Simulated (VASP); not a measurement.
# Al (Pm-3m) in VASP: notebook

The runs below take Al through single point, with r2SCAN.

Program: VASP 6.6.1. These are calculated values, not measurements. Logs are shortened: lines on timing, memory, paths and dates and some standing lists are left out, and cuts for length are marked.

## (1) The cell of the first run

It takes space group Pm-3m (No. 221, cubic). Conventional cell: a = 2.706 Å, b = 2.706 Å, c = 2.706 Å, α = 90.00°, β = 90.00°, γ = 90.00°. Within 3.6 Å of Al (site symmetry m-3m) lie 6 Al at 2.71 Å.

This isn't the form of Al at room conditions, which is fcc.

## (2) Single point, r2SCAN

Contents of POSCAR:

```
Al
1.0
    2.7061118078      0.0000000000      0.0000000000
    0.0000000000      2.7061118078      0.0000000000
    0.0000000000      0.0000000000      2.7061118078
Al
1
Direct
    0.0000000000      0.0000000000      0.0000000000
```

Contents of INCAR.step1:

```
SYSTEM = Al
ALGO = Normal
EDIFF = 1E-4
ENCUT = 520
GGA = PE
ISMEAR = -1
LASPH = .TRUE.
LCHARG = .FALSE.
LREAL = .FALSE.
LWAVE = .TRUE.
NBANDS = 8
NELM = 80
PREC = Accurate
SIGMA = 0.1
```

Contents of INCAR.step2:

```
SYSTEM = Al
ALGO = Normal
EDIFF = 1E-7
ENCUT = 520
ISIF = 2
ISMEAR = -1
ISTART = 1
LASPH = .TRUE.
LCHARG = .TRUE.
LELF = .TRUE.
LMIXTAU = .TRUE.
LREAL = .FALSE.
LVHAR = .TRUE.
LWAVE = .FALSE.
METAGGA = R2SCAN
NBANDS = 8
NELM = 80
PREC = Accurate
SIGMA = 0.1
```

Contents of KPOINTS:

```
k-points
0
G
  12 12 12
  0 0 0
```

Potentials or basis: VASP PAW PBE potentials, release 64 (Al).

On the command line:

```
$ cat potpaw_PBE.64/Al/POTCAR > POTCAR
$ cp INCAR.step1 INCAR
$ mpirun -np 1 vasp_std > vasp.out
$ cp INCAR.step2 INCAR
$ mpirun -np 1 vasp_std > vasp.out
```

OUTCAR:

```text
SYSTEM = Al
   EDIFF = 1E-7
   ENCUT = 520
   ISIF = 2
   ISMEAR = -1
   ISTART = 1
   LASPH = .TRUE.
   LREAL = .FALSE.
   METAGGA = R2SCAN
   NELM = 80
   PREC = Accurate

 ion  position               nearest neighbor table
   1  0.000  0.000  0.000-

  LATTYP: Found a simple cubic cell.
 ALAT       =     2.7061118078

  Lattice vectors:

 A1 = (   2.7061118078,   0.0000000000,   0.0000000000)
 A2 = (   0.0000000000,   2.7061118078,   0.0000000000)
 A3 = (   0.0000000000,   0.0000000000,   2.7061118078)

Analysis of symmetry for initial positions (statically):
=====================================================================
 Subroutine PRICEL returns:
 Original cell was already a primitive cell.

 Routine SETGRP: Setting up the symmetry group for a
 simple cubic supercell.

 Subroutine GETGRP returns: Found 48 space group operations
 (whereof 48 operations were pure point group operations)
 out of a pool of 48 trial point group operations.

The static configuration has the point symmetry O_h .

Analysis of symmetry for dynamics (positions and initial velocities):
=====================================================================
 Subroutine PRICEL returns:
 Original cell was already a primitive cell.

 Routine SETGRP: Setting up the symmetry group for a
 simple cubic supercell.

 Subroutine GETGRP returns: Found 48 space group operations
 (whereof 48 operations were pure point group operations)
 out of a pool of 48 trial point group operations.

The dynamic configuration has the point symmetry O_h .

 Subroutine INISYM returns: Found 48 space group operations
 (whereof 48 operations are pure point group operations),
 and found     1 'primitive' translations

----------------------------------------------------------------------------------------

                                     Primitive cell

  volume of cell :      19.8170

  direct lattice vectors                    reciprocal lattice vectors
     2.706111808  0.000000000  0.000000000     0.369533881  0.000000000  0.000000000
     0.000000000  2.706111808  0.000000000     0.000000000  0.369533881  0.000000000
     0.000000000  0.000000000  2.706111808     0.000000000  0.000000000  0.369533881

  length of vectors
     2.706111808  2.706111808  2.706111808     0.369533881  0.369533881  0.369533881

  position of ions in fractional coordinates (direct lattice)
     0.000000000  0.000000000  0.000000000

  ion indices of the primitive-cell ions
   primitive index   ion index
                 1           1

----------------------------------------------------------------------------------------

 KPOINTS: k-points

Automatic generation of k-mesh.
 Grid dimensions read from file:
 generate k-points for:   12   12   12

 Generating k-lattice:

  Cartesian coordinates                     Fractional coordinates (reciprocal lattice)
     0.030794490  0.000000000  0.000000000     0.083333333  0.000000000  0.000000000
     0.000000000  0.030794490  0.000000000     0.000000000  0.083333333  0.000000000
     0.000000000  0.000000000  0.030794490     0.000000000  0.000000000  0.083333333

  Length of vectors
     0.030794490  0.030794490  0.030794490

  Shift w.r.t. Gamma in fractional coordinates (k-lattice)
     0.000000000  0.000000000  0.000000000

 Subroutine IBZKPT returns following result:
 ===========================================

 Found     84 irreducible k-points:

 Following reciprocal coordinates:
            Coordinates               Weight
  0.000000  0.000000  0.000000      1.000000
  0.083333  0.000000  0.000000      6.000000
  0.166667  0.000000  0.000000      6.000000
  0.250000  0.000000  0.000000      6.000000
  0.333333  0.000000  0.000000      6.000000
  0.416667  0.000000  0.000000      6.000000
[... 16 lines left out ...]
  0.333333  0.333333  0.000000     12.000000
  0.416667  0.333333  0.000000     24.000000
 [... further k-points ...]
   k-points           NKPTS =     84   k-points in BZ     NKDIM =     84   number of bands    NBANDS=      8
   number of dos      NEDOS =    301   number of ions     NIONS =      1
   total plane-waves  NPLWV =   8000
   dimension x,y,z NGX =    20 NGY =   20 NGZ =   20
   dimension x,y,z NGXF=    40 NGYF=   40 NGZF=   40
   ions per type =               1
   NGX,Y,Z   is equivalent  to a cutoff of  12.29, 12.29, 12.29 a.u.
   NGXF,Y,Z  is equivalent  to a cutoff of  24.57, 24.57, 24.57 a.u.
 SYSTEM =  Al
   PREC   = accura    normal or accurate (medium, high low for compatibility)
   ISTART =      1    job   : 0-new  1-cont  2-samecut
   ICHARG =      0    charge: 1-file 2-atom 10-const
   ISPIN  =      1    spin polarized calculation?
   LNONCOLLINEAR =      F non collinear calculations
   LSORBIT =      F    spin-orbit coupling
   LASPH  =      T    aspherical Exc in radial PAW
   ENCUT  =  520.0 eV  38.22 Ry    6.18 a.u.   5.03  5.03  5.03*2*pi/ulx,y,z
   NELM   =     80;   NELMIN=  2; NELMDL=  0     # of ELM steps
   EDIFF  = 0.1E-06   stopping-criterion for ELM
   LREAL  =      F    real-space projection
   EDIFFG = 0.1E-05   stopping-criterion for IOM
   NSW    =      0    number of steps for IOM
   IBRION =     -1    ionic relax: 0-MD 1-quasi-New 2-CG
   NFREE  =      0    steps in history (QN), initial steepest desc. (CG)
   ISIF   =      2    stress and relaxation
   ISYM   =      2    0-nonsym 1-usesym 2-fastsym
   POTIM  = 0.5000    time-step for ionic-motion
   TEBEG  =    0.0;   TEEND  =   0.0 temperature during run
   PSTRESS=    0.0 pullay stress
   NELECT =       3.0000    total number of electrons
   NUPDOWN=      -1.0000    fix difference up-down
   EMIN   =  10.00;   EMAX   =-10.00  energy-range for DOS
   EFERMI =   0.00;   METHOD = LEGACY
   ISMEAR =    -1;   SIGMA  =   0.10  broadening in eV -4-tet -1-fermi 0-gaus
   EFERMI_NEDOS =   21; number of points for ismear=-14 and -15
   IALGO  =     38    algorithm
   IMIX   =      4    mixing-type and parameters
     AMIX     =   0.40;   BMIX     =  1.00
     AMIX_MAG =   1.60;   BMIX_MAG =  1.00
  volume/ion in A,a.u.               =      19.82       133.73
  Fermi-wavevector in a.u.,A,eV,Ry     =   0.872508  1.648801 10.357715  0.761271
  Thomas-Fermi vector in A             =   1.991768
   LORBIT       =      0    0 simple, 1 ext, 2 COOP (PROOUT), +10 PAW based schemes
   METAGGA = R2SCAN    functional components
   LHFCALC =     F    Hartree Fock is set to
   AEXX    =    0.0000 exact exchange contribution
   IVDW    =     0    specifies the selected vdW correction
   LEPSILON=     F    determine dielectric tensor
   LRPA    =     F    only Hartree local field effects (RPA)
 non-spin polarized calculation
  energy-cutoff  :      520.00
  volume of cell :       19.82
 maximum number of plane-waves:       554
   NGX = 11   NGY = 11   NGZ = 11

 number of electron       3.0000000 magnetization

 Free energy of the ion-electron system (eV)
  ---------------------------------------------------
  ext. energy  EPLUGINS =         0.00000000
  ---------------------------------------------------
  free energy    TOTEN  =        -6.28644864 eV

  energy without entropy =       -6.27184789  energy(sigma->0) =       -6.27914827

 E-fermi :   5.7717     XC(G=0): -10.0671

 val. band max:        5.7009829467   @ k =   0.5000   0.4167   0.2500
 cond. band min:       5.7735065036   @ k =   0.5000   0.5000   0.0000
 fundamental gap:      0.0725235569
 Fermi energy:         5.7716736376

 k-point     1 :       0.0000    0.0000    0.0000
  band No.  band energies     occupation
      1      -4.4492      2.00000
      2      14.2362      0.00000
      3      14.2362      0.00000
      4      15.7009      0.00000
      5      15.7009      0.00000
      6      15.7009      0.00000
      7      23.1158      0.00000
      8      31.4305      0.00000

 k-point     2 :       0.0833    0.0000    0.0000
  band No.  band energies     occupation
      1      -4.3012      2.00000
      2      12.2053      0.00000
      3      14.3613      0.00000
      4      15.8252      0.00000
      5      15.8252      0.00000
      6      17.4841      0.00000
      7      23.6878      0.00000
      8      30.3099      0.00000

 k-point     3 :       0.1667    0.0000    0.0000
  band No.  band energies     occupation
      1      -3.8584      2.00000
      2       9.6033      0.00000
      3      14.7285      0.00000
      4      16.1978      0.00000
      5      16.1978      0.00000
      6      19.3041      0.00000
      7      25.3944      0.00000
      8      28.1645      0.00000

 k-point     4 :       0.2500    0.0000    0.0000
  band No.  band energies     occupation
      1      -3.1249      2.00000
      2       7.1055      0.00000
      3      15.3087      0.00000
      4      16.8167      0.00000
      5      16.8167      0.00000
      6      20.7006      0.00000
      7      25.9365      0.00000
      8      25.9365      0.00000

 k-point     5 :       0.3333    0.0000    0.0000
  band No.  band energies     occupation
      1      -2.1091      2.00000
      2       4.8007      1.99988
      3      16.0285      0.00000
      4      17.6754      0.00000
      5      17.6754      0.00000
      6      21.9579      0.00000
      7      23.8692      0.00000
      8      23.8692      0.00000
[... 177 lines left out ...]
 k-point    22 :       0.5000    0.2500    0.0000
  band No.  band energies     occupation
      1       1.6231      2.00000
      2       2.5540      2.00000
      3      11.3710      0.00000
      4      13.3148      0.00000
      5      20.6008      0.00000
      6      22.0323      0.00000
      7      22.8449      0.00000
      8      25.1075      0.00000

 k-point    23 :       0.3333    0.3333    0.0000
  band No.  band energies     occupation
      1       0.1999      2.00000
      2       6.2292      0.02040
      3       7.9435      0.00000
      4      13.9632      0.00000
      5      19.5874      0.00000
      6      22.1054      0.00000
      7      24.8532      0.00000
      8      26.4922      0.00000

 k-point    24 :       0.4167    0.3333    0.0000
  band No.  band energies     occupation
      1       1.4573      2.00000
      2       4.8284      1.99984
      3       8.4519      0.00000
      4      12.0748      0.00000
      5      20.6033      0.00000
      6      23.2582      0.00000
      7      23.7013      0.00000
      8      26.5920      0.00000

 [... further k-points ...]
[... 5 lines left out ...]
  --------------------------------------------------------------------------------------
  -------------------------------------------------------------------------------------
  Total       -0.0190814     -0.0190814     -0.0190814      0.0000000      0.0000000     -0.0000000
  in kB       -1.5427101     -1.5427101     -1.5427101      0.0000000      0.0000000     -0.0000000
  external PRESSURE =      -1.5427101 kB  Pullay stress =       0.0000000 kB

 VOLUME and BASIS-vectors are now :
 -----------------------------------------------------------------------------
  energy-cutoff  :      520.00
  volume of cell :       19.82
      direct lattice vectors                 reciprocal lattice vectors
     2.706111808  0.000000000  0.000000000     0.369533881  0.000000000  0.000000000
     0.000000000  2.706111808  0.000000000     0.000000000  0.369533881  0.000000000
     0.000000000  0.000000000  2.706111808     0.000000000  0.000000000  0.369533881

 POSITION                                       TOTAL-FORCE (eV/Angst)
 -----------------------------------------------------------------------------------
      0.00000      0.00000      0.00000         0.000000      0.000000      0.000000
 -----------------------------------------------------------------------------------
    total drift:                               -0.000000      0.000000      0.000000

  FREE ENERGIE OF THE ION-ELECTRON SYSTEM (eV)
  ---------------------------------------------------
  free  energy   TOTEN  =        -6.2864486448 eV

  energy  without entropy=       -6.2718478887  energy(sigma->0) =       -6.27914827
```

It took 34 s on 1 thread of Intel Xeon 8259CL, shared host; peak memory 0.13 GiB.

What came out:

```yaml
Free_energy: -6.2864 eV
Pressure: -0.2 GPa
Band_gap_on_the_k_mesh: zero (an odd number of electrons rules out a gap without spin polarisation)
```

Caveat: the PAW data sets were made with another functional, which shifts forces and pressure a little.

## (3) Single point, r2SCAN (19.82 Å³/atom)

POSCAR is that of step 2.

Contents of INCAR.step1:

```
PREC     = Accurate       # precision mode
ENCUT    = 520            # plane-wave cutoff, eV
ISMEAR   = -1             # smearing method
SIGMA    = 0.1            # smearing width, eV
LREAL    = F              # projectors in reciprocal space
LASPH    = T              # aspherical terms in the spheres
NELM     = 60             # most SCF steps
NBANDS   = 8              # bands
GGA      = PE             # functional
ALGO     = Normal         # electronic algorithm
EDIFF    = 1E-4           # SCF threshold, eV
LWAVE    = T              # write WAVECAR
LCHARG   = F              # write CHGCAR
```

Contents of INCAR.step2:

```
PREC     = Accurate       # precision mode
ENCUT    = 520            # plane-wave cutoff, eV
EDIFF    = 1E-6           # SCF threshold, eV
ISMEAR   = -1             # smearing method
SIGMA    = 0.1            # smearing width, eV
LREAL    = F              # projectors in reciprocal space
LASPH    = T              # aspherical terms in the spheres
NELM     = 60             # most SCF steps
ALGO     = Normal         # electronic algorithm
ISIF     = 2              # what is computed and relaxed
LWAVE    = F              # write WAVECAR
LCHARG   = T              # write CHGCAR
METAGGA  = R2SCAN         # meta-GGA
LMIXTAU  = T            
LELF     = T              # ELF
LVHAR    = T            
NBANDS   = 8              # bands
ISTART   = 1
```

Contents of KPOINTS:

```
Automatic mesh
0
Gamma
  13 13 13
```

Potentials or basis: VASP PAW PBE potentials, release 64 (Al).

On the command line:

```
$ cat potpaw_PBE.64/Al/POTCAR > POTCAR
$ cp INCAR.step1 INCAR
$ mpirun -np 1 vasp_std > vasp.out
$ cp INCAR.step2 INCAR
$ mpirun -np 1 vasp_std > vasp.out
```

Run time: 35 s. Hardware: 1 thread of Intel Xeon 8259CL, shared host; peak memory 0.12 GiB.

The run converged. Its results:

```
Free energy            : -6.2838 eV
Pressure               : -0.1 GPa
Band gap on the k mesh : zero (an odd number of electrons rules out a gap without spin polarisation)
```

Levels at points of the mesh, in eV from the Fermi level:
| k point | band 1 | band 2 | band 3 | band 4 | band 5 | band 6 |
| --- | --- | --- | --- | --- | --- | --- |
| (0.00, 0.00, 0.00) | -10.22 | 8.46 | 8.46 | 9.93 | 9.93 | 9.93 |

Caveat: the PAW data sets were made with another functional, which shifts forces and pressure a little.
